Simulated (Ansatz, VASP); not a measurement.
## One calculation of Cs3Pt, two programs

Contents of INCAR:

```
PREC     = Accurate       # precision mode
ENCUT    = 520            # plane-wave cutoff, eV
EDIFF    = 1E-6           # SCF threshold, eV
ISMEAR   = 0              # smearing method
SIGMA    = 0.1            # smearing width, eV
LREAL    = F              # projectors in reciprocal space
LASPH    = T              # aspherical terms in the spheres
NELM     = 80             # most SCF steps
ALGO     = Fast           # electronic algorithm
ISIF     = 2              # what is computed and relaxed
LWAVE    = F              # write WAVECAR
LCHARG   = F              # write CHGCAR
GGA      = PS             # functional
NBANDS   = 26             # bands
```

KPOINTS

```
Automatic mesh
0
Gamma
  6 6 8
```

The input POSCAR:

```
Cs3Pt
1.0
    5.7108055548     -0.1850004491      0.1271661425
   -0.1850004491      5.7108055548      0.1271661425
    0.1271661425      0.1271661425      5.3641463748
Cs Pt
3 1
Direct
    0.0184028395     -0.0184028395      0.5000000000
   -0.0031636295      0.4994324395     -0.0005377134
    0.5005675605      0.0031636295      0.0005377134
    0.4841932296      0.5158067704      0.5000000000
```

Input for Ansatz:

```yaml
crystal:
  lattice:
    - [5.7108055548, -0.1850004491, 0.1271661425]
    - [-0.1850004491, 5.7108055548, 0.1271661425]
    - [0.1271661425, 0.1271661425, 5.3641463748]
  atoms:
    - { symbol: Cs, position: [0.0184028395, -0.0184028395, 0.5] }
    - { symbol: Cs, position: [-0.0031636295, 0.4994324395, -0.0005377134] }
    - { symbol: Cs, position: [0.5005675605, 0.0031636295, 0.0005377134] }
    - { symbol: Pt, position: [0.4841932296, 0.5158067704, 0.5] }
basis:
  ecutwfc: 420
kpoints:
  mp_grid: { grid: [6, 6, 8] }
hamiltonian:
  xc: pbesol
scf:
  occupations: { method: gaussian, width: 0.1 }
output:
  forces: true
  stress: true
  eigenvalues: true
  populations: true
```

Alike in both runs: task single point; functional PBEsol; k mesh 6 × 6 × 8; occupations gaussian, width 0.1 eV; no spin polarisation.

```csv
,VASP,Ansatz
version,VASP 6.6.1,Ansatz 0.2.0
potentials or method,"VASP PAW PBE potentials, release 64 (Cs_sv, Pt), cutoff 520 eV","scalar-relativistic, plane waves, PAW"
valence electrons in the cell,37,45
```

Ansatz gave:

```
gap on the k mesh at the Fermi level (eV)                     : none
pressure (GPa)                                                : -0.8
traceless stress, the component that is largest in VASP (GPa) : 0.68
rms of the force components (eV/Å)                            : 0.037
```

What did VASP give for the same quantities?

gap on the k mesh at the Fermi level (eV): none; pressure (GPa): -0.7; traceless stress, the component that is largest in VASP (GPa): 0.68; rms of the force components (eV/Å): 0.038.

VASP's potentials were made for PBE, not for PBEsol. Atom by atom the forces differ by 0.002 eV/Å (rms over components). A gap of «none» marks a metal or a gap that the smearing closes. VASP's potentials hold 37 valence electrons a cell and Ansatz's 45, so a difference there can come from the potentials and not from the codes.

Neither program's run includes spin-orbit coupling.
